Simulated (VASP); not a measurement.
# BaTiO3 in VASP: notebook, part 2 of 2

VASP 6.6.1.

## 3. Single point, PBE (z stretched by +3 %, then relaxed in part)

File INCAR:

```
SYSTEM = BaTiO3
PREC = Accurate
ENCUT = 1340
EDIFF = 1E-6
ISMEAR = -1
SIGMA = 0.02
LREAL = .False.
LASPH = .True.
NELM = 120
ALGO = Normal
ISIF = 2
LWAVE = .False.
LCHARG = .False.
GGA = PE
NBANDS = 28
GGA_COMPAT = .False.
```

File KPOINTS:

```
Automatic mesh
0
Gamma
  8 8 8
  0 0 0
```

File POSCAR:

```
BaTiO3
1.0
    4.0060000000      0.0000000000      0.0000000000
    0.0000000000      4.0060000000      0.0000000000
    0.0000000000      0.0000000000      4.1261800000
Ba Ti O
1 1 3
Direct
    0.5000000000      0.5000000000      0.5000000000
    0.0000000000      0.0000000000      0.0000000000
    0.5000000000      0.0000000000      0.0000000000
    0.0000000000      0.5000000000      0.0000000000
    0.0000000000      0.0000000000      0.5000000000
```

Potentials or basis: VASP PAW PBE potentials, release 64 (Ba_sv, Ti_sv, O_h).

Started as:

```console
> cat potpaw_PBE.64/Ba_sv/POTCAR potpaw_PBE.64/Ti_sv/POTCAR potpaw_PBE.64/O_h/POTCAR > POTCAR
> mpirun -np 1 vasp_std > vasp.out
```

OUTCAR:

```text
SYSTEM = BaTiO3
   PREC = Accurate
   ENCUT = 1340
   EDIFF = 1E-6
   ISMEAR = -1
   LREAL = .False.
   LASPH = .True.
   NELM = 120
   ISIF = 2
   GGA = PE

 ion  position               nearest neighbor table
   1  0.500  0.500  0.500-   5 2.83   5 2.83   5 2.83   5 2.83   4 2.88   3 2.88   4 2.88   3 2.88
                             4 2.88   3 2.88   4 2.88   3 2.88   2 3.50   2 3.50   2 3.50   2 3.50
   2  0.000  0.000  0.000-   3 2.00   4 2.00   4 2.00   3 2.00   5 2.06   5 2.06   1 3.50   1 3.50
                             1 3.50   1 3.50   1 3.50   1 3.50   1 3.50   1 3.50
   3  0.500  0.000  0.000-   2 2.00   2 2.00   1 2.88   1 2.88   1 2.88   1 2.88
   4  0.000  0.500  0.000-   2 2.00   2 2.00   1 2.88   1 2.88   1 2.88   1 2.88
   5  0.000  0.000  0.500-   2 2.06   2 2.06   1 2.83   1 2.83   1 2.83   1 2.83

  LATTYP: Found a simple tetragonal cell.
 ALAT       =     4.0060000000
 C/A-ratio  =     1.0300000000

  Lattice vectors:

 A1 = (   4.0060000000,   0.0000000000,   0.0000000000)
 A2 = (   0.0000000000,   4.0060000000,   0.0000000000)
 A3 = (   0.0000000000,   0.0000000000,   4.1261800000)

Analysis of symmetry for initial positions (statically):
=====================================================================
[... 175 lines left out ...]

  energy without entropy =      -39.99034570  energy(sigma->0) =      -39.99034570

 E-fermi :   4.4647     XC(G=0): -11.0942

 val. band max:        3.9719477396   @ k =   0.5000   0.5000   0.5000
 cond. band min:       5.6024483496   @ k =   0.0000   0.0000   0.0000
 fundamental gap:      1.6305006100
 Fermi energy:         4.4646723738

 k-point     1 :       0.0000    0.0000    0.0000
  band No.  band energies     occupation
      1     -52.8331      2.00000
      2     -29.0293      2.00000
      3     -29.0293      2.00000
      4     -29.0260      2.00000
      5     -20.9540      2.00000
      6     -12.9034      2.00000
[... 733 lines left out ...]
     27      11.7202      0.00000
     28      12.5150      0.00000

 [... further k-points ...]
[... 5 lines left out ...]
  --------------------------------------------------------------------------------------
  -------------------------------------------------------------------------------------
  Total        0.0668645      0.0668645     -1.9331100      0.0000000     -0.0000000      0.0000000
  in kB        1.6178426      1.6178426    -46.7732016      0.0000000     -0.0000000      0.0000000
  external PRESSURE =     -14.5125054 kB  Pullay stress =       0.0000000 kB

 VOLUME and BASIS-vectors are now :
 -----------------------------------------------------------------------------
  energy-cutoff  :     1340.00
  volume of cell :       66.22
      direct lattice vectors                 reciprocal lattice vectors
     4.006000000  0.000000000  0.000000000     0.249625562  0.000000000  0.000000000
     0.000000000  4.006000000  0.000000000     0.000000000  0.249625562  0.000000000
     0.000000000  0.000000000  4.126180000     0.000000000  0.000000000  0.242354914

 POSITION                                       TOTAL-FORCE (eV/Angst)
 -----------------------------------------------------------------------------------
      2.00300      2.00300      2.06309         0.000000      0.000000      0.000000
      0.00000      0.00000      0.00000         0.000000      0.000000      0.000000
      2.00300      0.00000      0.00000         0.000000      0.000000      0.000000
      0.00000      2.00300      0.00000         0.000000      0.000000      0.000000
      0.00000      0.00000      2.06309         0.000000      0.000000      0.000000
 -----------------------------------------------------------------------------------
    total drift:                                0.000000      0.000000      0.000000

  FREE ENERGIE OF THE ION-ELECTRON SYSTEM (eV)
  ---------------------------------------------------
  free  energy   TOTEN  =       -39.9903457037 eV

  energy  without entropy=      -39.9903457037  energy(sigma->0) =      -39.99034570
```

OSZICAR:

```text
N       E                     dE             d eps       ncg     rms          rms(c)
DAV:   1     0.657436044624E+03    0.65744E+03   -0.35249E+04  4200   0.307E+03
DAV:   2     0.728360887280E+02   -0.58460E+03   -0.55783E+03  4448   0.617E+02
DAV:   3    -0.432313245789E+02   -0.11607E+03   -0.10828E+03  5952   0.210E+02
DAV:   4    -0.508288702792E+02   -0.75975E+01   -0.75658E+01  5420   0.526E+01
DAV:   5    -0.510924800695E+02   -0.26361E+00   -0.26336E+00  6396   0.973E+00    0.226E+01
DAV:   6    -0.401804136887E+02    0.10912E+02   -0.58131E+01  6240   0.644E+01    0.100E+01
DAV:   7    -0.401849029730E+02   -0.44893E-02   -0.11142E+01  5848   0.233E+01    0.647E+00
DAV:   8    -0.400160662594E+02    0.16884E+00   -0.66438E-01  5184   0.657E+00    0.385E+00
DAV:   9    -0.400274932504E+02   -0.11427E-01   -0.53544E-01  6136   0.673E+00    0.188E+00
DAV:  10    -0.399984194677E+02    0.29074E-01   -0.22901E-01  5400   0.448E+00    0.756E-01
DAV:  11    -0.399916725233E+02    0.67469E-02   -0.36234E-02  5276   0.121E+00    0.391E-01
DAV:  12    -0.399906928995E+02    0.97962E-03   -0.11163E-02  5188   0.101E+00    0.154E-01
DAV:  13    -0.399904278701E+02    0.26503E-03   -0.62980E-04  5508   0.237E-01    0.808E-02
DAV:  14    -0.399903503317E+02    0.77538E-04   -0.20834E-04  5904   0.140E-01    0.301E-02
DAV:  15    -0.399903459821E+02    0.43496E-05   -0.56334E-05  6280   0.580E-02    0.101E-02
DAV:  16    -0.399903461403E+02   -0.15824E-06   -0.12903E-05  5280   0.321E-02    0.472E-03
DAV:  17    -0.399903457037E+02    0.43657E-06   -0.19503E-06  3892   0.123E-02
   1 F= -.39990346E+02 E0= -.39990346E+02  d E =-.123066E-12
```

Wall time 7.8 min (1 thread of Intel Xeon Platinum 8259CL at 2.50GHz (Skylake/Cascade Lake), shared host); peak memory 0.74 GiB.

What came out:

- Free energy: -39.9903 eV
- Pressure: -1.5 GPa
- Band gap on the k mesh: 1.63 eV (least direct gap 1.83 eV)

Caveat: the cell differs from its parent crystal (z stretched by +3 %, then relaxed in part); spin-orbit coupling is left out, which moves the levels of the heavy elements. A k mesh can miss the band edges.
